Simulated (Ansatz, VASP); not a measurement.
## Two plane-wave programs on Si

```
CELL_PARAMETERS angstrom
0.00000 2.71778 2.71778
2.71778 0.00000 2.71778
2.71778 2.71778 0.00000
ATOMIC_POSITIONS crystal
Si 0.00000 0.00000 0.00000
Si 0.25000 0.25000 0.25000
```

Alike in both runs: task single point; functional r2SCAN; dispersion rVV10; k mesh 10 × 10 × 10; occupations gaussian, width 0.02 eV; no spin polarisation.

```csv
,VASP,Ansatz
version,VASP 6.6.1,Ansatz 0.2.0
potentials or method,"VASP PAW PBE potentials, release 64 (Si), cutoff 550 eV","scalar-relativistic, plane waves, PAW"
valence electrons in the cell,8,8
```

```tsv
	VASP	Ansatz	Ansatz less VASP
gap on the k mesh at the Fermi level (eV)	0.75	0.74	-0.014
least direct gap on the mesh (eV)	2.75	2.73	-0.015
pressure (GPa)	-0.2	0.0	+0.22
```

VASP's potentials were made for PBE, not for r2SCAN.
